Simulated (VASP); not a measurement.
# SnSe (Fm-3m) in VASP: single point with PBEsol

Aim: the single point of SnSe with PBEsol.

All numbers are computed with VASP 6.6.1; they aren't measurements. Logs are shortened: lines on timing, memory, paths and dates and some standing lists are left out, and cuts for length are marked.

### 1 The cell of the first run

Symmetry: Fm-3m, No. 225, cubic system. Conventional cell: a = 6.020 Å, b = 6.020 Å, c = 6.020 Å, α = 90.00°, β = 90.00°, γ = 90.00°. Sn (site symmetry m-3m) has 6 Se at 3.01 Å within 4.0 Å. Within 4.0 Å of Se (site symmetry m-3m) lie 6 Sn at 3.01 Å.

### 2 Single point, PBEsol

The input, INCAR:

```
PREC = Accurate
ENCUT = 520
EDIFF = 1E-6
ISMEAR = -1
SIGMA = 0.1
LREAL = False
LASPH = True
NELM = 80
ALGO = Normal
ISIF = 2
LWAVE = False
LCHARG = False
GGA = PS
NBANDS = 17
```

The input, KPOINTS:

```
regular mesh
0
Gamma
  5 5 5
```

The input, POSCAR:

```
SnSe
1.0
    0.0000000000      3.0100000000      3.0100000000
    3.0100000000      0.0000000000      3.0100000000
    3.0100000000      3.0100000000      0.0000000000
Sn Se
1 1
Direct
    0.0000000000      0.0000000000      0.0000000000
    0.5000000000      0.5000000000      0.5000000000
```

Potentials or basis: VASP PAW PBE potentials, release 64 (Sn_d, Se).

Run with:

```sh
cat potpaw_PBE.64/Sn_d/POTCAR potpaw_PBE.64/Se/POTCAR > POTCAR
mpirun -np 1 vasp_std > vasp.out
```

OUTCAR:

```text
PREC = Accurate
   ENCUT = 520
   EDIFF = 1E-6
   ISMEAR = -1
   LREAL = False
   LASPH = True
   NELM = 80
   ISIF = 2
   GGA = PS

 ion  position               nearest neighbor table
   1  0.000  0.000  0.000-   2 3.01   2 3.01   2 3.01   2 3.01   2 3.01   2 3.01
   2  0.500  0.500  0.500-   1 3.01   1 3.01   1 3.01   1 3.01   1 3.01   1 3.01

  LATTYP: Found a face centered cubic cell.
 ALAT       =     6.0200000000

  Lattice vectors:

 A1 = (   0.0000000000,   3.0100000000,   3.0100000000)
 A2 = (   3.0100000000,   0.0000000000,   3.0100000000)
 A3 = (   3.0100000000,   3.0100000000,   0.0000000000)

Analysis of symmetry for initial positions (statically):
=====================================================================
 Subroutine PRICEL returns:
 Original cell was already a primitive cell.

 Routine SETGRP: Setting up the symmetry group for a
 face centered cubic supercell.

 Subroutine GETGRP returns: Found 48 space group operations
 (whereof 48 operations were pure point group operations)
 out of a pool of 48 trial point group operations.

The static configuration has the point symmetry O_h .

Analysis of symmetry for dynamics (positions and initial velocities):
=====================================================================
 Subroutine PRICEL returns:
 Original cell was already a primitive cell.

 Routine SETGRP: Setting up the symmetry group for a
 face centered cubic supercell.

 Subroutine GETGRP returns: Found 48 space group operations
 (whereof 48 operations were pure point group operations)
 out of a pool of 48 trial point group operations.

The dynamic configuration has the point symmetry O_h .

 Subroutine INISYM returns: Found 48 space group operations
 (whereof 48 operations are pure point group operations),
 and found     1 'primitive' translations

----------------------------------------------------------------------------------------

                                     Primitive cell

  volume of cell :      54.5418

  direct lattice vectors                    reciprocal lattice vectors
     0.000000000  3.010000000  3.010000000    -0.166112957  0.166112957  0.166112957
     3.010000000  0.000000000  3.010000000     0.166112957 -0.166112957  0.166112957
[... 63 lines left out ...]
   ICHARG =      2    charge: 1-file 2-atom 10-const
   ISPIN  =      1    spin polarized calculation?
   LNONCOLLINEAR =      F non collinear calculations
   LSORBIT =      F    spin-orbit coupling
   LASPH  =      T    aspherical Exc in radial PAW
   ENCUT  =  520.0 eV  38.22 Ry    6.18 a.u.   7.91  7.91  7.91*2*pi/ulx,y,z
   NELM   =     80;   NELMIN=  2; NELMDL= -5     # of ELM steps
   EDIFF  = 0.1E-05   stopping-criterion for ELM
   LREAL  =      F    real-space projection
   EDIFFG = 0.1E-04   stopping-criterion for IOM
   NSW    =      0    number of steps for IOM
   IBRION =     -1    ionic relax: 0-MD 1-quasi-New 2-CG
   NFREE  =      0    steps in history (QN), initial steepest desc. (CG)
   ISIF   =      2    stress and relaxation
   ISYM   =      2    0-nonsym 1-usesym 2-fastsym
   POTIM  = 0.5000    time-step for ionic-motion
   TEBEG  =    0.0;   TEEND  =   0.0 temperature during run
   PSTRESS=    0.0 pullay stress
   NELECT =      20.0000    total number of electrons
   NUPDOWN=      -1.0000    fix difference up-down
   EMIN   =  10.00;   EMAX   =-10.00  energy-range for DOS
   EFERMI =   0.00;   METHOD = LEGACY
   ISMEAR =    -1;   SIGMA  =   0.10  broadening in eV -4-tet -1-fermi 0-gaus
   EFERMI_NEDOS =   21; number of points for ismear=-14 and -15
   IALGO  =     38    algorithm
   IMIX   =      4    mixing-type and parameters
     AMIX     =   0.40;   BMIX     =  1.00
     AMIX_MAG =   1.60;   BMIX_MAG =  1.00
  volume/ion in A,a.u.               =      27.27       184.03
  Fermi-wavevector in a.u.,A,eV,Ry     =   1.171768  2.214321 18.681350  1.373040
  Thomas-Fermi vector in A             =   2.308207
   LORBIT       =      0    0 simple, 1 ext, 2 COOP (PROOUT), +10 PAW based schemes
   GGA     = PS    functional components
   LHFCALC =     F    Hartree Fock is set to
   AEXX    =    0.0000 exact exchange contribution
   IVDW    =     0    specifies the selected vdW correction
   LEPSILON=     F    determine dielectric tensor
   LRPA    =     F    only Hartree local field effects (RPA)
 non-spin polarized calculation
  energy-cutoff  :      520.00
  volume of cell :       54.54
 maximum number of plane-waves:      1479
   NGX = 15   NGY = 15   NGZ = 15

 number of electron      20.0000005 magnetization

 Free energy of the ion-electron system (eV)
  ---------------------------------------------------
  ext. energy  EPLUGINS =         0.00000000
  ---------------------------------------------------
  free energy    TOTEN  =        -9.00093317 eV

  energy without entropy =       -8.99800483  energy(sigma->0) =       -8.99946900

 E-fermi :   5.7556     XC(G=0):  -9.7813

 val. band max:        5.3202760565   @ k =  -0.2000   0.2000   0.0000
 cond. band min:       6.1962695714   @ k =  -0.2000   0.2000   0.0000
 fundamental gap:      0.8759935150
 Fermi energy:         5.7556432338

 k-point     1 :       0.0000    0.0000    0.0000
  band No.  band energies     occupation
      1     -16.0624      2.00000
      2     -16.0624      2.00000
      3     -16.0624      2.00000
      4     -16.0622      2.00000
      5     -16.0622      2.00000
      6      -8.4430      2.00000
[... 177 lines left out ...]
      4     -16.0524      2.00000
      5     -16.0463      2.00000
      6      -7.2874      2.00000
[... 9 lines left out ...]
     16      16.5484      0.00000
     17      16.6873      0.00000

------------------------ aborting loop because EDIFF is reached ----------------------------------------

  FORCE on cell =-STRESS in cart. coord.  units (eV):
  Direction    XX          YY          ZZ          XY          YZ          ZX
  --------------------------------------------------------------------------------------
  -------------------------------------------------------------------------------------
  Total       -0.7190488     -0.7190488     -0.7190488      0.0000000     -0.0000000      0.0000000
  in kB      -21.1222161    -21.1222161    -21.1222161      0.0000000     -0.0000000      0.0000000
  external PRESSURE =     -21.1222161 kB  Pullay stress =       0.0000000 kB

 VOLUME and BASIS-vectors are now :
 -----------------------------------------------------------------------------
  energy-cutoff  :      520.00
  volume of cell :       54.54
      direct lattice vectors                 reciprocal lattice vectors
     0.000000000  3.010000000  3.010000000    -0.166112957  0.166112957  0.166112957
     3.010000000  0.000000000  3.010000000     0.166112957 -0.166112957  0.166112957
     3.010000000  3.010000000  0.000000000     0.166112957  0.166112957 -0.166112957

 POSITION                                       TOTAL-FORCE (eV/Angst)
 -----------------------------------------------------------------------------------
      0.00000      0.00000      0.00000        -0.000000     -0.000000     -0.000000
      3.01000      3.01000      3.01000         0.000000      0.000000      0.000000
 -----------------------------------------------------------------------------------
    total drift:                                0.000000     -0.000000     -0.000000

  FREE ENERGIE OF THE ION-ELECTRON SYSTEM (eV)
  ---------------------------------------------------
  free  energy   TOTEN  =        -9.0009331662 eV

  energy  without entropy=       -8.9980048324  energy(sigma->0) =       -8.99946900
```

OSZICAR:

```text
N       E                     dE             d eps       ncg     rms          rms(c)
DAV:   1     0.137112642871E+03    0.13711E+03   -0.96383E+03   343   0.143E+03
DAV:   2     0.413135546038E+01   -0.13298E+03   -0.12906E+03   348   0.367E+02
DAV:   3    -0.885057948826E+01   -0.12982E+02   -0.12890E+02   447   0.966E+01
DAV:   4    -0.916338971437E+01   -0.31281E+00   -0.31264E+00   383   0.157E+01
DAV:   5    -0.917302614453E+01   -0.96364E-02   -0.96361E-02   499   0.272E+00    0.312E+00
DAV:   6    -0.900545361064E+01    0.16757E+00   -0.40149E-01   497   0.418E+00    0.186E+00
DAV:   7    -0.900111766400E+01    0.43359E-02   -0.67179E-02   392   0.129E+00    0.871E-01
DAV:   8    -0.900106696500E+01    0.50699E-04   -0.68689E-03   407   0.697E-01    0.855E-02
DAV:   9    -0.900091638167E+01    0.15058E-03   -0.12092E-03   493   0.259E-01    0.413E-02
DAV:  10    -0.900093174847E+01   -0.15367E-04   -0.11549E-04   416   0.741E-02    0.788E-03
DAV:  11    -0.900093315220E+01   -0.14037E-05   -0.68430E-06   454   0.186E-02    0.228E-03
DAV:  12    -0.900093316617E+01   -0.13968E-07   -0.29734E-07   213   0.726E-03
   1 F= -.90009332E+01 E0= -.89994690E+01  d E =-.292833E-02
```

Run time: 9.9 s. Hardware: 1 thread of Intel Xeon Platinum 8559C (Emerald Rapids), shared host; peak memory 0.17 GiB.

Results:

| Item | Value |
| --- | --- |
| Free energy | -9.0009 eV |
| Pressure | -2.1 GPa |

Levels at points of the mesh, in eV from the Fermi level:
```csv
k point,band 8,band 9,band 10,band 11,band 12,band 13
"(0.00, 0.00, 0.00)",-2.50,-2.50,-2.50,3.96,3.96,3.96
```

Caveat: this odd mesh misses L, where the gap lies, so gap, dielectric constants and Born charges aren't listed; the PAW data sets were made with another functional, which shifts forces and pressure a little; spin-orbit coupling is left out, which moves the levels of the heavy elements.
